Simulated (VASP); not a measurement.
Pt:

```xyz
2
Lattice="2.8148 0.0000 0.0000 -1.4074 2.4377 0.0000 0.0000 0.0000 4.8861" Properties=species:S:1:pos:R:3 pbc="T T T"
Pt    0.0000    1.6251    1.2215
Pt    1.4074    0.8126    3.6646
```

This cell differs from its parent crystal: volume scaled by 1.06.

Base run:

| Property | Result |
| --- | --- |
| Program | VASP 6.6.1 |
| Functional | PBEsol |
| Potentials or basis | VASP PAW PBE potentials, release 64 (Pt) |
| Cutoff | 520 eV |
| k mesh | 11 × 11 × 6 |
| Occupations | fermi-dirac, width 0.05 eV |
| Spin | no spin polarisation |

Its results: band gap on the k mesh zero (band 10 reaches 9.50 eV, above the bottom of band 11 at 8.44 eV); pressure -21.9 GPa.

Task: The run is repeated on the same cell with these changes: functional from PBEsol to r2SCAN. What comes out?

Result: Band gap on the k mesh zero (band 10 reaches 9.43 eV, above the bottom of band 11 at 8.28 eV); pressure -17.3 GPa.

Caveats: the PAW data sets were made with another functional, which shifts forces and pressure a little; spin-orbit coupling is left out, which moves the levels of the heavy elements.
